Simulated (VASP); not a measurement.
# LuBiF6 (P4/mmm) in VASP: notebook

The runs below take LuBiF6 through single point, with PBEsol, r2SCAN+rVV10.

Everything below comes from runs of VASP 6.6.1. Logs are shortened: lines on timing, memory, paths and dates and some standing lists are left out, and cuts for length are marked.

### Step 1. The cell of the first run

It takes space group P4/mmm (No. 123, tetragonal). The conventional cell has a = 3.509 Å, b = 3.509 Å, c = 7.013 Å, α = 90.00°, β = 90.00°, γ = 90.00°. Within 3.2 Å of Lu (site symmetry 4/mmm) lie 12 F at 2.43 to 2.48 Å. Within 3.3 Å of Bi (site symmetry 4/mmm) lie 12 F at 2.48 to 2.53 Å. Within 3.3 Å of F (site symmetry 4/mmm) lie 4 Bi at 2.48 Å and 8 F at 2.53 Å. Within 3.2 Å of F (site symmetry 4/mmm) lie 8 F at 2.43 Å and 4 Lu at 2.48 Å. F (site symmetry 2mm) has 2 Lu at 2.43 Å and 8 F at 2.43 to 2.53 Å and 2 Bi at 2.53 Å within 3.2 Å.

### Step 2. Single point, PBEsol

File INCAR:

```
PREC = Accurate
ENCUT = 520
EDIFF = 1E-7
ISMEAR = -1
SIGMA = 0.03
LREAL = False
LASPH = True
NELM = 60
ALGO = Normal
ISIF = 2
LWAVE = False
LCHARG = False
GGA = PS
NBANDS = 51
```

File KPOINTS:

```
regular mesh
0
Gamma
  6 6 4
```

File POSCAR:

```
LuBiF6
1.0
    3.5091200733      0.0000000000      0.0000000000
    0.0000000000      3.5091200733      0.0000000000
    0.0000000000      0.0000000000      7.0127457285
Lu Bi F
1 1 6
Direct
    0.0000000000      0.0000000000      0.5000000000
    0.0000000000      0.0000000000      0.0000000000
    0.5000000000      0.5000000000      0.0000000000
    0.5000000000      0.5000000000      0.5000000000
    0.5000000000      0.0000000000      0.2600177748
    0.5000000000      0.0000000000      0.7399822252
    0.0000000000      0.5000000000      0.2600177748
    0.0000000000      0.5000000000      0.7399822252
```

Potentials or basis: VASP PAW PBE potentials, release 64 (Lu, Bi_d, F).

Command:

```
$ cat potpaw_PBE.64/Lu/POTCAR potpaw_PBE.64/Bi_d/POTCAR potpaw_PBE.64/F/POTCAR > POTCAR
$ mpirun -np 1 vasp_std > vasp.out
```

OUTCAR:

```text
PREC = Accurate
   ENCUT = 520
   EDIFF = 1E-7
   ISMEAR = -1
   LREAL = False
   LASPH = True
   NELM = 60
   ISIF = 2
   GGA = PS

 ion  position               nearest neighbor table
   1  0.000  0.000  0.500-   5 2.43   6 2.43   7 2.43   8 2.43   7 2.43   8 2.43   5 2.43   6 2.43
                             4 2.48   4 2.48   4 2.48   4 2.48   2 3.51   2 3.51
   2  0.000  0.000  0.000-   3 2.48   3 2.48   3 2.48   3 2.48   8 2.53   5 2.53   7 2.53   8 2.53
                             6 2.53   5 2.53   6 2.53   7 2.53   1 3.51   1 3.51
   3  0.500  0.500  0.000-   2 2.48   2 2.48   2 2.48   2 2.48
   4  0.500  0.500  0.500-   1 2.48   1 2.48   1 2.48   1 2.48
   5  0.500  0.000  0.260-   1 2.43   1 2.43   2 2.53   2 2.53
   6  0.500  0.000  0.740-   1 2.43   1 2.43   2 2.53   2 2.53
   7  0.000  0.500  0.260-   1 2.43   1 2.43   2 2.53   2 2.53
   8  0.000  0.500  0.740-   1 2.43   1 2.43   2 2.53   2 2.53

  LATTYP: Found a simple tetragonal cell.
 ALAT       =     3.5091200733
 C/A-ratio  =     1.9984342462

  Lattice vectors:

 A1 = (   3.5091200733,   0.0000000000,   0.0000000000)
 A2 = (   0.0000000000,   3.5091200733,   0.0000000000)
 A3 = (   0.0000000000,   0.0000000000,   7.0127457285)

Analysis of symmetry for initial positions (statically):
=====================================================================
 Subroutine PRICEL returns:
 Original cell was already a primitive cell.

 Routine SETGRP: Setting up the symmetry group for a
 simple tetragonal supercell.

 Subroutine GETGRP returns: Found 16 space group operations
 (whereof 16 operations were pure point group operations)
 out of a pool of 16 trial point group operations.

The static configuration has the point symmetry D_4h.

Analysis of symmetry for dynamics (positions and initial velocities):
=====================================================================
 Subroutine PRICEL returns:
 Original cell was already a primitive cell.

 Routine SETGRP: Setting up the symmetry group for a
 simple tetragonal supercell.

 Subroutine GETGRP returns: Found 16 space group operations
 (whereof 16 operations were pure point group operations)
 out of a pool of 16 trial point group operations.

The dynamic configuration has the point symmetry D_4h.

 Subroutine INISYM returns: Found 16 space group operations
 (whereof 16 operations are pure point group operations),
 and found     1 'primitive' translations

----------------------------------------------------------------------------------------

                                     Primitive cell

  volume of cell :      86.3544

  direct lattice vectors                    reciprocal lattice vectors
     3.509120073  0.000000000  0.000000000     0.284971725  0.000000000  0.000000000
     0.000000000  3.509120073  0.000000000     0.000000000  0.284971725  0.000000000
     0.000000000  0.000000000  7.012745728     0.000000000  0.000000000  0.142597499

  length of vectors
     3.509120073  3.509120073  7.012745728     0.284971725  0.284971725  0.142597499

  position of ions in fractional coordinates (direct lattice)
     0.000000000  0.000000000  0.500000000
     0.000000000  0.000000000  0.000000000
     0.500000000  0.500000000  0.000000000
     0.500000000  0.500000000  0.500000000
     0.500000000  0.000000000  0.260017775
     0.500000000  0.000000000  0.739982225
     0.000000000  0.500000000  0.260017775
     0.000000000  0.500000000  0.739982225

  ion indices of the primitive-cell ions
   primitive index   ion index
                 1           1
                 2           2
                 3           3
                 4           4
                 5           5
                 6           6
                 7           7
                 8           8

----------------------------------------------------------------------------------------

 KPOINTS: regular mesh

Automatic generation of k-mesh.
 Grid dimensions read from file:
 generate k-points for:    6    6    4

 Generating k-lattice:

  Cartesian coordinates                     Fractional coordinates (reciprocal lattice)
     0.047495287  0.000000000  0.000000000     0.166666667  0.000000000  0.000000000
     0.000000000  0.047495287  0.000000000     0.000000000  0.166666667  0.000000000
     0.000000000  0.000000000  0.035649375     0.000000000  0.000000000  0.250000000

  Length of vectors
     0.047495287  0.047495287  0.035649375

  Shift w.r.t. Gamma in fractional coordinates (k-lattice)
     0.000000000  0.000000000  0.000000000

 Subroutine IBZKPT returns following result:
 ===========================================

 Found     30 irreducible k-points:

 Following reciprocal coordinates:
            Coordinates               Weight
  0.000000  0.000000  0.000000      1.000000
  0.166667  0.000000  0.000000      4.000000
  0.333333  0.000000  0.000000      4.000000
  0.500000  0.000000  0.000000      2.000000
  0.166667  0.166667  0.000000      4.000000
  0.333333  0.166667  0.000000      8.000000
[... 16 lines left out ...]
  0.333333  0.000000  0.500000      4.000000
  0.500000  0.000000  0.500000      2.000000
 [... further k-points ...]
   k-points           NKPTS =     30   k-points in BZ     NKDIM =     30   number of bands    NBANDS=     51
   number of dos      NEDOS =    301   number of ions     NIONS =      8
   total plane-waves  NPLWV =  42336
   dimension x,y,z NGX =    28 NGY =   28 NGZ =   54
   dimension x,y,z NGXF=    56 NGYF=   56 NGZF=  108
   ions per type =               1   1   6
   NGX,Y,Z   is equivalent  to a cutoff of  13.27, 13.27, 12.80 a.u.
   NGXF,Y,Z  is equivalent  to a cutoff of  26.53, 26.53, 25.60 a.u.
 SYSTEM =  unknown system
   PREC   = accura    normal or accurate (medium, high low for compatibility)
   ISTART =      0    job   : 0-new  1-cont  2-samecut
   ICHARG =      2    charge: 1-file 2-atom 10-const
   ISPIN  =      1    spin polarized calculation?
   LNONCOLLINEAR =      F non collinear calculations
   LSORBIT =      F    spin-orbit coupling
   LASPH  =      T    aspherical Exc in radial PAW
   ENCUT  =  520.0 eV  38.22 Ry    6.18 a.u.   6.52  6.52 13.04*2*pi/ulx,y,z
   NELM   =     60;   NELMIN=  2; NELMDL= -5     # of ELM steps
   EDIFF  = 0.1E-06   stopping-criterion for ELM
   LREAL  =      F    real-space projection
   EDIFFG = 0.1E-05   stopping-criterion for IOM
   NSW    =      0    number of steps for IOM
   IBRION =     -1    ionic relax: 0-MD 1-quasi-New 2-CG
   NFREE  =      0    steps in history (QN), initial steepest desc. (CG)
   ISIF   =      2    stress and relaxation
   ISYM   =      2    0-nonsym 1-usesym 2-fastsym
   POTIM  = 0.5000    time-step for ionic-motion
   TEBEG  =    0.0;   TEEND  =   0.0 temperature during run
   PSTRESS=    0.0 pullay stress
   NELECT =      82.0000    total number of electrons
   NUPDOWN=      -1.0000    fix difference up-down
   EMIN   =  10.00;   EMAX   =-10.00  energy-range for DOS
   EFERMI =   0.00;   METHOD = LEGACY
   ISMEAR =    -1;   SIGMA  =   0.03  broadening in eV -4-tet -1-fermi 0-gaus
   EFERMI_NEDOS =   21; number of points for ismear=-14 and -15
   IALGO  =     38    algorithm
   IMIX   =      4    mixing-type and parameters
     AMIX     =   0.40;   BMIX     =  1.00
     AMIX_MAG =   1.60;   BMIX_MAG =  1.00
  volume/ion in A,a.u.               =      10.79        72.84
  Fermi-wavevector in a.u.,A,eV,Ry     =   1.609106  3.040769 35.228497  2.589221
  Thomas-Fermi vector in A             =   2.704869
   LORBIT       =      0    0 simple, 1 ext, 2 COOP (PROOUT), +10 PAW based schemes
   GGA     = PS    functional components
   LHFCALC =     F    Hartree Fock is set to
   AEXX    =    0.0000 exact exchange contribution
   IVDW    =     0    specifies the selected vdW correction
   LEPSILON=     F    determine dielectric tensor
   LRPA    =     F    only Hartree local field effects (RPA)
 non-spin polarized calculation
  energy-cutoff  :      520.00
  volume of cell :       86.35
 maximum number of plane-waves:      2355
 NGX is ok and might be reduce to    28
   NGX = 13   NGY = 13   NGZ = 27

 number of electron      82.0000014 magnetization

 Free energy of the ion-electron system (eV)
  ---------------------------------------------------
  ext. energy  EPLUGINS =         0.00000000
  ---------------------------------------------------
  free energy    TOTEN  =       -43.47334554 eV

  energy without entropy =      -43.47334554  energy(sigma->0) =      -43.47334554

 E-fermi :   4.0376     XC(G=0): -12.1825

 val. band max:        3.2643072506   @ k =   0.5000   0.0000   0.0000
 cond. band min:       6.4315216525   @ k =   0.5000   0.0000   0.5000
 fundamental gap:      3.1672144019
 Fermi energy:         4.0375686736

 k-point     1 :       0.0000    0.0000    0.0000
  band No.  band energies     occupation
      1     -50.8680      2.00000
      2     -21.8357      2.00000
      3     -21.3993      2.00000
      4     -21.3993      2.00000
      5     -19.2345      2.00000
      6     -18.9916      2.00000
[... 43 lines left out ...]
     50      11.6210      0.00000
     51      15.0766      0.00000

 k-point     2 :       0.1667    0.0000    0.0000
  band No.  band energies     occupation
      1     -50.8658      2.00000
      2     -21.7972      2.00000
      3     -21.5474      2.00000
      4     -21.3915      2.00000
      5     -19.1292      2.00000
      6     -18.9630      2.00000
[... 43 lines left out ...]
     50      11.8317      0.00000
     51      15.8505      0.00000

 k-point     3 :       0.3333    0.0000    0.0000
  band No.  band energies     occupation
      1     -50.8614      2.00000
      2     -21.8072      2.00000
      3     -21.7164      2.00000
      4     -21.3759      2.00000
      5     -18.9531      2.00000
      6     -18.9396      2.00000
[... 43 lines left out ...]
     50      12.9851      0.00000
     51      17.0673      0.00000
[... 1027 lines left out ...]
 k-point    23 :       0.3333    0.0000    0.5000
  band No.  band energies     occupation
      1     -50.8614      2.00000
      2     -21.8077      2.00000
      3     -21.7242      2.00000
      4     -21.3760      2.00000
      5     -18.9411      2.00000
      6     -18.9391      2.00000
[... 43 lines left out ...]
     50      13.4976      0.00000
     51      16.3333      0.00000

 k-point    24 :       0.5000    0.0000    0.5000
  band No.  band energies     occupation
      1     -50.8592      2.00000
      2     -21.9254      2.00000
      3     -21.6805      2.00000
      4     -21.3682      2.00000
      5     -18.9808      2.00000
      6     -18.8826      2.00000
[... 43 lines left out ...]
     50      14.8409      0.00000
     51      15.8758      0.00000

 [... further k-points ...]
[... 5 lines left out ...]
  --------------------------------------------------------------------------------------
  -------------------------------------------------------------------------------------
  Total        0.0367614      0.0367614      0.0378148      0.0000000     -0.0000000     -0.0000000
  in kB        0.6820530      0.6820530      0.7015981      0.0000000     -0.0000000     -0.0000000
  external PRESSURE =       0.6885680 kB  Pullay stress =       0.0000000 kB

 VOLUME and BASIS-vectors are now :
 -----------------------------------------------------------------------------
  energy-cutoff  :      520.00
  volume of cell :       86.35
      direct lattice vectors                 reciprocal lattice vectors
     3.509120073  0.000000000  0.000000000     0.284971725  0.000000000  0.000000000
     0.000000000  3.509120073  0.000000000     0.000000000  0.284971725  0.000000000
     0.000000000  0.000000000  7.012745728     0.000000000  0.000000000  0.142597499

 POSITION                                       TOTAL-FORCE (eV/Angst)
 -----------------------------------------------------------------------------------
      0.00000      0.00000      3.50637        -0.000000     -0.000000      0.000000
      0.00000      0.00000      0.00000        -0.000000     -0.000000      0.000000
      1.75456      1.75456      0.00000        -0.000000     -0.000000      0.000000
      1.75456      1.75456      3.50637        -0.000000     -0.000000      0.000000
      1.75456      0.00000      1.82344        -0.000000      0.000000     -0.022665
      1.75456      0.00000      5.18931        -0.000000      0.000000      0.022665
      0.00000      1.75456      1.82344         0.000000     -0.000000     -0.022665
      0.00000      1.75456      5.18931        -0.000000     -0.000000      0.022665
 -----------------------------------------------------------------------------------
    total drift:                               -0.000000      0.000000      0.000000

  FREE ENERGIE OF THE ION-ELECTRON SYSTEM (eV)
  ---------------------------------------------------
  free  energy   TOTEN  =       -43.4733455358 eV

  energy  without entropy=      -43.4733455358  energy(sigma->0) =      -43.47334554
```

It took 2.4 min on 1 thread of Intel Xeon Platinum 8259CL at 2.50GHz (Skylake/Cascade Lake), shared host; peak memory 0.28 GiB.

What came out:

- Free energy: -43.4733 eV
- Pressure: 0.1 GPa
- Largest force: 0.023 eV/Å
- Band gap on the k mesh: 3.17 eV (least direct gap 3.22 eV)

Forces in eV/Å, atoms in the order of the input:
```
Lu   0.000  0.000  0.000
Bi   0.000  0.000  0.000
F    0.000  0.000  0.000
F    0.000  0.000  0.000
F    0.000  0.000 -0.023
F    0.000  0.000  0.023
F    0.000  0.000 -0.023
F    0.000  0.000  0.023
```

Caveat: the PAW data sets were made with another functional, which shifts forces and pressure a little; spin-orbit coupling is left out, which moves the levels of the heavy elements.

### Step 3. Single point, r2SCAN+rVV10

This run uses another cell than the first one, of 10.73 Å³/atom.

File POSCAR:

```
LuBiF6
1.0
    3.5024927217      0.0000000000      0.0000000000
    0.0000000000      3.5024927217      0.0000000000
    0.0000000000      0.0000000000      6.9999146400
Lu Bi F
1 1 6
Direct
    0.0000000000      0.0000000000      0.5000000000
    0.0000000000      0.0000000000      0.0000000000
    0.5000000000      0.5000000000      0.0000000000
    0.5000000000      0.5000000000      0.5000000000
    0.5000000000      0.0000000000      0.2600102859
    0.5000000000      0.0000000000      0.7399897141
    0.0000000000      0.5000000000      0.2600102859
    0.0000000000      0.5000000000      0.7399897141
```

File INCAR.step1:

```
  ALGO = Normal
  EDIFF = 1E-4
  ENCUT = 520
  GGA = PE
  ISMEAR = -1
  LASPH = T
  LCHARG = F
  LREAL = F
  LWAVE = T
  NBANDS = 51
  NELM = 80
  PREC = Accurate
  SIGMA = 0.03
```

File INCAR.step2:

```
  ALGO = Normal
  BPARAM = 11.95
  CPARAM = 0.0093
  EDIFF = 1E-7
  ENCUT = 520
  ISIF = 2
  ISMEAR = -1
  ISTART = 1
  IVDW_NL = 2
  LASPH = T
  LCHARG = F
  LMIXTAU = T
  LREAL = F
  LUSE_VDW = T
  LWAVE = F
  METAGGA = R2SCAN
  NBANDS = 51
  NELM = 80
  PREC = Accurate
  SIGMA = 0.03
```

File KPOINTS:

```
k-points
0
Gamma
  8 8 4
```

Potentials or basis: VASP PAW PBE potentials, release 64 (Lu, Bi_d, F).

Command:

```
$ cat potpaw_PBE.64/Lu/POTCAR potpaw_PBE.64/Bi_d/POTCAR potpaw_PBE.64/F/POTCAR > POTCAR
$ cp INCAR.step1 INCAR
$ mpirun -np 1 vasp_std > vasp.out
$ cp INCAR.step2 INCAR
$ mpirun -np 1 vasp_std > vasp.out
```

It took 14 min on 1 thread of Intel Xeon Platinum 8259CL at 2.50GHz (Skylake/Cascade Lake), shared host; peak memory 0.49 GiB.

It converged, with:

```
Free energy            : -137.2935 eV
Pressure               : 0.5 GPa
Largest force          : 0.018 eV/Å
Band gap on the k mesh : 3.89 eV (least direct gap 3.96 eV)
```

Forces in eV/Å, atoms in the order of the input:
```
Lu   0.000  0.000  0.000
Bi   0.000  0.000  0.000
F    0.000  0.000  0.000
F    0.000  0.000  0.000
F    0.000  0.000 -0.018
F    0.000  0.000  0.018
F    0.000  0.000 -0.018
F    0.000  0.000  0.018
```

Levels at points of the mesh, in eV from the valence-band top:
| k point | band 37 | band 38 | band 39 | band 40 | band 41 | band 42 | band 43 | band 44 | band 45 | band 46 |
| --- | --- | --- | --- | --- | --- | --- | --- | --- | --- | --- |
| (0.00, 0.00, 0.00) | -0.91 | -0.91 | -0.49 | -0.47 | -0.47 | 5.23 | 6.00 | 6.36 | 8.17 | 8.24 |
| (0.50, 0.00, 0.00) | -1.22 | -1.08 | -0.85 | -0.82 | 0.00 | 3.96 | 6.28 | 6.77 | 7.79 | 8.62 |
| (0.50, 0.50, 0.00) | -0.91 | -0.91 | -0.24 | -0.21 | -0.02 | 6.35 | 6.35 | 6.77 | 7.89 | 8.65 |
| (0.00, 0.00, 0.50) | -0.85 | -0.85 | -0.55 | -0.55 | -0.30 | 4.09 | 6.47 | 6.50 | 7.76 | 7.76 |
| (0.50, 0.00, 0.50) | -1.37 | -1.04 | -0.87 | -0.80 | -0.10 | 3.89 | 5.76 | 6.55 | 7.77 | 9.37 |
| (0.50, 0.50, 0.50) | -1.07 | -0.99 | -0.28 | -0.23 | -0.22 | 6.04 | 6.04 | 6.60 | 7.91 | 8.80 |

Caveat: the PAW data sets were made with another functional, which shifts forces and pressure a little; spin-orbit coupling is left out, which moves the levels of the heavy elements. A k mesh can miss the band edges.
